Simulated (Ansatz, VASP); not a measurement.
# InAs: VASP beside Ansatz

```xyz
2
Lattice="0.0000 2.7778 2.7778 2.7778 0.0000 2.7778 2.7778 2.7778 0.0000" Properties=species:S:1:pos:R:3 pbc="T T T"
In    2.8400    2.7778    2.7778
As   -0.0952    0.0000    0.0000
```

Change from the starting cell: mode 4 frozen in at -0.096 Å, equal normal strain along x, y and z -0.0083.

Alike in both runs: task single point; functional LDA; k mesh 14 × 14 × 14; occupations gaussian, width 0.15 eV; no spin polarisation.

|  | VASP | Ansatz |
| --- | --- | --- |
| version | VASP 6.6.1 | Ansatz 0.2.0 |
| potentials or method | VASP PAW LDA potentials, release 64 (In_d, As), cutoff 500 eV | scalar-relativistic, plane waves, PAW |
| valence electrons in the cell | 18 | 28 |

|  | VASP | Ansatz | Ansatz less VASP |
| --- | --- | --- | --- |
| gap on the k mesh at the Fermi level (eV) | none | none | - |
| pressure (GPa) | 3.1 | 2.7 | -0.36 |
| traceless stress, the component that is largest in VASP (GPa) | 2.32 | 2.29 | -0.021 |
| rms of the force components (eV/Å) | 0.327 | 0.321 | -0.0064 |

Ansatz warns that its potentials were made for another functional, while VASP's fit it. LDA's correlation is that of Perdew and Zunger in VASP and of Perdew and Wang (1992) in Ansatz. Atom by atom the forces differ by 0.006 eV/Å (rms over components). A gap of «none» marks a metal or a gap that the smearing closes. VASP's potentials hold 18 valence electrons a cell and Ansatz's 28, so a difference there can come from the potentials and not from the codes.
